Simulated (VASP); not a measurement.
# Nb (P6/mmm) in VASP: single point with PBEsol

Aim: the single point of Nb with PBEsol.

All numbers are computed with VASP 6.6.1; they aren't measurements. Logs are shortened: lines on timing, memory, paths and dates and some standing lists are left out, and cuts for length are marked.

## 1. The cell of the first run

The structure is hexagonal, space group P6/mmm (No. 191). The conventional cell has a = 4.832 Å, b = 4.832 Å, c = 2.648 Å, α = 90.00°, β = 90.00°, γ = 120.00°. Within 3.5 Å of Nb (site symmetry 6/mmm) lie 14 Nb at 2.65 to 3.09 Å. Nb (site symmetry -6m2) has 11 Nb at 2.65 to 3.09 Å within 3.5 Å.

This isn't the form of Nb at room conditions, which is bcc.

## 2. Single point, PBEsol

The input, INCAR:

```
ALGO = Normal
EDIFF = 1E-6
ENCUT = 500
GGA = PS
GGA_COMPAT = False
ISIF = 2
ISMEAR = 0
LASPH = True
LCHARG = False
LREAL = False
LWAVE = False
NBANDS = 26
NELM = 120
PREC = Accurate
SIGMA = 0.1
```

The input, KPOINTS:

```
k-points
0
Gamma
  12 12 18
```

The input, POSCAR:

```
Nb
1.0
    4.8322024886      0.0000000000      0.0000000000
   -2.4161012443      4.1848101114      0.0000000000
    0.0000000000      0.0000000000      2.6481167896
Nb
3
Direct
    0.0000000000      0.0000000000      0.0000000000
    0.3333333333      0.6666666667      0.5000000000
    0.6666666667      0.3333333333      0.5000000000
```

Potentials or basis: VASP PAW PBE potentials, release 64 (Nb_sv).

Launch:

```console
$ cat potpaw_PBE.64/Nb_sv/POTCAR > POTCAR
$ mpirun -np 1 vasp_std > vasp.out
```

OUTCAR:

```text
EDIFF = 1E-6
   ENCUT = 500
   GGA = PS
   ISIF = 2
   ISMEAR = 0
   LASPH = True
   LREAL = False
   NELM = 120
   PREC = Accurate

 ion  position               nearest neighbor table
   1  0.000  0.000  0.000-
   2  0.333  0.667  0.500-   3 2.79   3 2.79   3 2.79
   3  0.667  0.333  0.500-   2 2.79   2 2.79   2 2.79

  LATTYP: Found a hexagonal cell.
 ALAT       =     4.8322024886
 C/A-ratio  =     0.5480144501

  Lattice vectors:

 A1 = (   4.8322024886,   0.0000000000,   0.0000000000)
 A2 = (  -2.4161012443,   4.1848101114,   0.0000000000)
 A3 = (   0.0000000000,   0.0000000000,   2.6481167896)

Analysis of symmetry for initial positions (statically):
=====================================================================
 Subroutine PRICEL returns:
 Original cell was already a primitive cell.

 Routine SETGRP: Setting up the symmetry group for a
 hexagonal supercell.

 Subroutine GETGRP returns: Found 24 space group operations
 (whereof 24 operations were pure point group operations)
 out of a pool of 24 trial point group operations.

The static configuration has the point symmetry D_6h.

Analysis of symmetry for dynamics (positions and initial velocities):
=====================================================================
 Subroutine PRICEL returns:
 Original cell was already a primitive cell.

 Routine SETGRP: Setting up the symmetry group for a
 hexagonal supercell.

 Subroutine GETGRP returns: Found 24 space group operations
 (whereof 24 operations were pure point group operations)
 out of a pool of 24 trial point group operations.

The dynamic configuration has the point symmetry D_6h.

 Subroutine INISYM returns: Found 24 space group operations
 (whereof 24 operations are pure point group operations),
 and found     1 'primitive' translations

----------------------------------------------------------------------------------------

                                     Primitive cell

  volume of cell :      53.5498

  direct lattice vectors                    reciprocal lattice vectors
     4.832202489  0.000000000  0.000000000     0.206944970  0.119479734  0.000000000
    -2.416101244  4.184810111  0.000000000     0.000000000  0.238959469  0.000000000
     0.000000000  0.000000000  2.648116790     0.000000000  0.000000000  0.377626849

  length of vectors
     4.832202489  4.832202489  2.648116790     0.238959469  0.238959469  0.377626849

  position of ions in fractional coordinates (direct lattice)
     0.000000000  0.000000000  0.000000000
     0.333333333  0.666666667  0.500000000
     0.666666667  0.333333333  0.500000000

  ion indices of the primitive-cell ions
   primitive index   ion index
                 1           1
                 2           2
                 3           3

----------------------------------------------------------------------------------------

 KPOINTS: k-points

Automatic generation of k-mesh.
 Grid dimensions read from file:
 generate k-points for:   12   12   18

 Generating k-lattice:

  Cartesian coordinates                     Fractional coordinates (reciprocal lattice)
     0.017245414  0.009956645  0.000000000     0.083333333  0.000000000  0.000000000
     0.000000000  0.019913289  0.000000000     0.000000000  0.083333333  0.000000000
     0.000000000  0.000000000  0.020979269     0.000000000  0.000000000  0.055555556

  Length of vectors
     0.019913289  0.019913289  0.020979269

  Shift w.r.t. Gamma in fractional coordinates (k-lattice)
     0.000000000  0.000000000  0.000000000

 Subroutine IBZKPT returns following result:
 ===========================================

 Found    190 irreducible k-points:

 Following reciprocal coordinates:
            Coordinates               Weight
  0.000000  0.000000  0.000000      1.000000
  0.083333  0.000000  0.000000      6.000000
  0.166667  0.000000  0.000000      6.000000
  0.250000  0.000000  0.000000      6.000000
  0.333333  0.000000  0.000000      6.000000
  0.416667  0.000000  0.000000      6.000000
[... 16 lines left out ...]
  0.250000  0.000000  0.055556     12.000000
  0.333333  0.000000  0.055556     12.000000
 [... further k-points ...]
   k-points           NKPTS =    190   k-points in BZ     NKDIM =    190   number of bands    NBANDS=     26
   number of dos      NEDOS =    301   number of ions     NIONS =      3
   total plane-waves  NPLWV =  25920
   dimension x,y,z NGX =    36 NGY =   36 NGZ =   20
   dimension x,y,z NGXF=    72 NGYF=   72 NGZF=   40
   ions per type =               3
   NGX,Y,Z   is equivalent  to a cutoff of  12.39, 12.39, 12.56 a.u.
   NGXF,Y,Z  is equivalent  to a cutoff of  24.77, 24.77, 25.11 a.u.
 SYSTEM =  unknown system
   PREC   = accura    normal or accurate (medium, high low for compatibility)
   ISTART =      0    job   : 0-new  1-cont  2-samecut
   ICHARG =      2    charge: 1-file 2-atom 10-const
   ISPIN  =      1    spin polarized calculation?
   LNONCOLLINEAR =      F non collinear calculations
   LSORBIT =      F    spin-orbit coupling
   LASPH  =      T    aspherical Exc in radial PAW
   ENCUT  =  500.0 eV  36.75 Ry    6.06 a.u.   8.81  8.81  4.83*2*pi/ulx,y,z
   NELM   =    120;   NELMIN=  2; NELMDL= -5     # of ELM steps
   EDIFF  = 0.1E-05   stopping-criterion for ELM
   LREAL  =      F    real-space projection
   EDIFFG = 0.1E-04   stopping-criterion for IOM
   NSW    =      0    number of steps for IOM
   IBRION =     -1    ionic relax: 0-MD 1-quasi-New 2-CG
   NFREE  =      0    steps in history (QN), initial steepest desc. (CG)
   ISIF   =      2    stress and relaxation
   ISYM   =      2    0-nonsym 1-usesym 2-fastsym
   POTIM  = 0.5000    time-step for ionic-motion
   TEBEG  =    0.0;   TEEND  =   0.0 temperature during run
   PSTRESS=    0.0 pullay stress
   NELECT =      39.0000    total number of electrons
   NUPDOWN=      -1.0000    fix difference up-down
   EMIN   =  10.00;   EMAX   =-10.00  energy-range for DOS
   EFERMI =   0.00;   METHOD = LEGACY
   ISMEAR =     0;   SIGMA  =   0.10  broadening in eV -4-tet -1-fermi 0-gaus
   EFERMI_NEDOS =   21; number of points for ismear=-14 and -15
   IALGO  =     38    algorithm
   IMIX   =      4    mixing-type and parameters
     AMIX     =   0.40;   BMIX     =  1.00
     AMIX_MAG =   1.60;   BMIX_MAG =  1.00
  volume/ion in A,a.u.               =      17.85       120.46
  Fermi-wavevector in a.u.,A,eV,Ry     =   1.472913  2.783402 29.517459  2.169472
  Thomas-Fermi vector in A             =   2.587870
   LORBIT       =      0    0 simple, 1 ext, 2 COOP (PROOUT), +10 PAW based schemes
   GGA     = PS    functional components
   LHFCALC =     F    Hartree Fock is set to
   AEXX    =    0.0000 exact exchange contribution
   IVDW    =     0    specifies the selected vdW correction
   LEPSILON=     F    determine dielectric tensor
   LRPA    =     F    only Hartree local field effects (RPA)
 non-spin polarized calculation
 Gauss-broadening in eV      SIGMA  =   0.10
  energy-cutoff  :      500.00
  volume of cell :       53.55
 maximum number of plane-waves:      1384
 NGX is ok and might be reduce to    36
   NGX = 17   NGY = 17   NGZ =  9

 number of electron      39.0000005 magnetization

 Free energy of the ion-electron system (eV)
  ---------------------------------------------------
  ext. energy  EPLUGINS =         0.00000000
  ---------------------------------------------------
  free energy    TOTEN  =       -32.23701571 eV

  energy without entropy =      -32.22118243  energy(sigma->0) =      -32.22909907

 E-fermi :  11.3628     XC(G=0): -12.6617

 val. band max:       11.3536114597   @ k =   0.3333   0.0833   0.2778
 cond. band min:      11.3720310492   @ k =   0.3333   0.0833   0.1667
 fundamental gap:      0.0184195895
 Fermi energy:        11.3627966483

 k-point     1 :       0.0000    0.0000    0.0000
  band No.  band energies     occupation
      1     -43.1499      2.00000
      2     -42.9354      2.00000
      3     -42.8832      2.00000
      4     -19.5348      2.00000
      5     -19.5348      2.00000
      6     -19.3042      2.00000
[... 18 lines left out ...]
     25      14.4473      0.00000
     26      14.4473      0.00000

 k-point     2 :       0.0833    0.0000    0.0000
  band No.  band energies     occupation
      1     -43.1452      2.00000
      2     -42.9371      2.00000
      3     -42.8865      2.00000
      4     -19.5741      2.00000
      5     -19.5595      2.00000
      6     -19.2582      2.00000
[... 18 lines left out ...]
     25      14.7484      0.00000
     26      14.7750      0.00000

 k-point     3 :       0.1667    0.0000    0.0000
  band No.  band energies     occupation
      1     -43.1314      2.00000
      2     -42.9419      2.00000
      3     -42.8960      2.00000
      4     -19.6467      2.00000
      5     -19.5872      2.00000
      6     -19.1660      2.00000
[... 18 lines left out ...]
     25      15.0800      0.00000
     26      15.1716      0.00000

 k-point     4 :       0.2500    0.0000    0.0000
  band No.  band energies     occupation
      1     -43.1097      2.00000
      2     -42.9502      2.00000
      3     -42.9101      2.00000
      4     -19.7158      2.00000
      5     -19.5798      2.00000
      6     -19.0651      2.00000
[... 18 lines left out ...]
     25      15.4164      0.00000
     26      15.5806      0.00000
[... 496 lines left out ...]
      1     -43.1232      2.00000
      2     -42.9358      2.00000
      3     -42.8891      2.00000
      4     -19.6369      2.00000
      5     -19.5779      2.00000
      6     -19.1581      2.00000
[... 18 lines left out ...]
     25      15.0366      0.00000
     26      15.0875      0.00000

 k-point    23 :       0.2500    0.0000    0.0556
  band No.  band energies     occupation
      1     -43.1017      2.00000
      2     -42.9439      2.00000
      3     -42.9032      2.00000
      4     -19.7051      2.00000
      5     -19.5705      2.00000
      6     -19.0589      2.00000
[... 18 lines left out ...]
     25      15.3982      0.00000
     26      15.4961      0.00000

 k-point    24 :       0.3333    0.0000    0.0556
  band No.  band energies     occupation
      1     -43.0743      2.00000
      2     -42.9575      2.00000
      3     -42.9177      2.00000
      4     -19.7585      2.00000
      5     -19.5193      2.00000
      6     -18.9648      2.00000
[... 18 lines left out ...]
     25      15.3659      0.00000
     26      15.7928      0.00000

 [... further k-points ...]

------------------------ aborting loop because EDIFF is reached ----------------------------------------

  FORCE on cell =-STRESS in cart. coord.  units (eV):
  Direction    XX          YY          ZZ          XY          YZ          ZX
  --------------------------------------------------------------------------------------
  -------------------------------------------------------------------------------------
  Total       -0.1174279     -0.1174279     -0.0803811     -0.0000000     -0.0000000      0.0000000
  in kB       -3.5133686     -3.5133686     -2.4049513     -0.0000000     -0.0000000      0.0000000
  external PRESSURE =      -3.1438961 kB  Pullay stress =       0.0000000 kB

 VOLUME and BASIS-vectors are now :
 -----------------------------------------------------------------------------
  energy-cutoff  :      500.00
  volume of cell :       53.55
      direct lattice vectors                 reciprocal lattice vectors
     4.832202489  0.000000000  0.000000000     0.206944970  0.119479734  0.000000000
    -2.416101244  4.184810111  0.000000000     0.000000000  0.238959469  0.000000000
     0.000000000  0.000000000  2.648116790     0.000000000  0.000000000  0.377626849

 POSITION                                       TOTAL-FORCE (eV/Angst)
 -----------------------------------------------------------------------------------
      0.00000      0.00000      0.00000        -0.000000      0.000000     -0.000000
     -0.00000      2.78987      1.32406         0.000000     -0.000000      0.000000
      2.41610      1.39494      1.32406        -0.000000      0.000000     -0.000000
 -----------------------------------------------------------------------------------
    total drift:                                0.000000      0.000000     -0.000000

  FREE ENERGIE OF THE ION-ELECTRON SYSTEM (eV)
  ---------------------------------------------------
  free  energy   TOTEN  =       -32.2370157085 eV

  energy  without entropy=      -32.2211824287  energy(sigma->0) =      -32.22909907
```

Wall time 6 min (1 thread of Intel Xeon 8259CL, shared host); peak memory 0.3 GiB.

Results:

```yaml
Free_energy: -32.2370 eV
Pressure: -0.3 GPa
Band_gap_on_the_k_mesh: zero (an odd number of electrons rules out a gap without spin polarisation)
```

Levels at points of the mesh, in eV from the Fermi level:
| k point | band 16 | band 17 | band 18 | band 19 | band 20 | band 21 | band 22 | band 23 | band 24 | band 25 |
| --- | --- | --- | --- | --- | --- | --- | --- | --- | --- | --- |
| (0.00, 0.00, 0.00) | -1.21 | -1.21 | -1.21 | -1.21 | -1.05 | 0.62 | 0.62 | 3.06 | 3.06 | 3.08 |
| (0.50, 0.00, 0.00) | -2.07 | -1.87 | -1.64 | -1.09 | -0.93 | 1.60 | 2.07 | 3.15 | 3.29 | 3.30 |
| (0.00, 0.00, 0.50) | -2.95 | -1.91 | -0.72 | -0.10 | -0.10 | 1.19 | 1.19 | 3.78 | 3.78 | 4.39 |
| (0.50, 0.00, 0.50) | -2.55 | -1.22 | -1.03 | -0.69 | 0.88 | 0.88 | 1.84 | 2.27 | 3.15 | 3.76 |

Caveat: the PAW data sets were made with another functional, which shifts forces and pressure a little.
